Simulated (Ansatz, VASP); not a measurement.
**Two plane-wave programs on Pt**

File INCAR:

```
PREC = Accurate ; ENCUT = 570
EDIFF = 1E-6 ; ISMEAR = 0
SIGMA = 0.15 ; LREAL = False
LASPH = True ; NELM = 120
ALGO = Normal ; ISIF = 2
LWAVE = False ; LCHARG = True
LELF = True ; LVHAR = True
NBANDS = 25 ; GGA_COMPAT = False
```

Contents of KPOINTS:

```
Automatic mesh
0
Gamma
  21 21 10
```

File POSCAR:

```
Pt
1.0
    2.8250521638      0.0000000000      0.0000000000
   -1.4125260819      2.4465669409      0.0000000000
    0.0000000000      0.0000000000      4.8781199007
Pt
2
Direct
    0.6666666667      0.3333333333      0.7500000000
    0.3333333333      0.6666666667      0.2500000000
```

Input for Ansatz:

```yaml
crystal:
  lattice:
    - [2.8250521638, 0.0, 0.0]
    - [-1.4125260819, 2.4465669409, 0.0]
    - [0.0, 0.0, 4.8781199007]
  atoms:
    - { symbol: Pt, position: [0.6666666667, 0.3333333333, 0.75] }
    - { symbol: Pt, position: [0.3333333333, 0.6666666667, 0.25] }
basis:
  ecutwfc: 420
kpoints:
  mp_grid: { grid: [21, 21, 10] }
hamiltonian:
  xc: lda
  pseudopotentials: { kind: paw, azcp: { folder: soft_1 } }
scf:
  occupations: { method: gaussian, width: 0.15 }
  lower_state_search: "off"
output:
  forces: true
  stress: true
  eigenvalues: true
```

Alike in both runs: task single point; functional LDA; k mesh 21 × 21 × 10; occupations gaussian, width 0.15 eV; no spin polarisation.

|  | VASP | Ansatz |
| --- | --- | --- |
| version | VASP 6.6.1 | Ansatz 0.2.0 |
| potentials or method | VASP PAW LDA potentials, release 64 (Pt_sv_GW), cutoff 570 eV | scalar-relativistic, plane waves, PAW |
| valence electrons in the cell | 36 | 36 |

|  | VASP | Ansatz | Ansatz less VASP |
| --- | --- | --- | --- |
| gap on the k mesh at the Fermi level (eV) | none | none | - |
| pressure (GPa) | -27.4 | -27.1 | +0.35 |
| traceless stress, the component that is largest in VASP (GPa) | 1.63 | 1.83 | +0.201 |

Ansatz warns that its potentials were made for another functional, while VASP's fit it. LDA's correlation is that of Perdew and Zunger in VASP and of Perdew and Wang (1992) in Ansatz. A gap of «none» marks a metal or a gap that the smearing closes.

Spin-orbit coupling is off throughout.
